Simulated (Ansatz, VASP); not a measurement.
Cu in VASP and in Ansatz

Contents of INCAR:

```
PREC = Accurate ; ENCUT = 520
EDIFF = 1E-7 ; ISMEAR = 0
SIGMA = 0.05 ; LREAL = F
LASPH = T ; NELM = 80
ALGO = Normal ; ISIF = 2
LWAVE = F ; LCHARG = T
LELF = T ; LVHAR = T
NBANDS = 12
```

File KPOINTS:

```
regular mesh
0
Gamma
  16 16 16
```

The input POSCAR:

```
Cu
1.0
   -1.4427933200      1.4427933200      1.3760814500
    1.4427933200     -1.4427933200      1.3760814500
    1.4427933200      1.4427933200     -1.3760814500
Cu
1
Direct
    0.0000000000      0.0000000000      0.0000000000
```

Input for Ansatz:

```yaml
crystal:
  lattice:
    - [-1.44279332, 1.44279332, 1.37608145]
    - [1.44279332, -1.44279332, 1.37608145]
    - [1.44279332, 1.44279332, -1.37608145]
  atoms:
    - { symbol: Cu, position: [0.0, 0.0, 0.0] }
basis:
  ecutwfc: 420
  fft_grid_basis: typed
kpoints:
  mp_grid: { grid: [16, 16, 16] }
hamiltonian:
  xc: lda
scf:
  occupations: { method: gaussian, width: 0.05 }
output:
  forces: true
  stress: true
  eigenvalues: true
  bader: true
  write_density: true
  volumetric_format: npy
```

Alike in both runs: task single point; functional LDA; k mesh 16 × 16 × 16; occupations gaussian, width 0.05 eV; no spin polarisation.

|  | VASP | Ansatz |
| --- | --- | --- |
| version | VASP 6.6.1 | Ansatz 0.2.0 |
| potentials or method | VASP PAW LDA potentials, release 64 (Cu), cutoff 520 eV | scalar-relativistic, plane waves, PAW |
| valence electrons in the cell | 11 | 19 |

|  | VASP | Ansatz | Ansatz less VASP |
| --- | --- | --- | --- |
| gap on the k mesh at the Fermi level (eV) | none | none | - |
| pressure (GPa) | -7.0 | -7.9 | -0.85 |
| traceless stress, the component that is largest in VASP (GPa) | -0.09 | -0.06 | +0.027 |

LDA's correlation is that of Perdew and Zunger in VASP and of Perdew and Wang (1992) in Ansatz. A gap of «none» marks a metal or a gap that the smearing closes. VASP's potentials hold 11 valence electrons a cell and Ansatz's 19, so a difference there can come from the potentials and not from the codes.
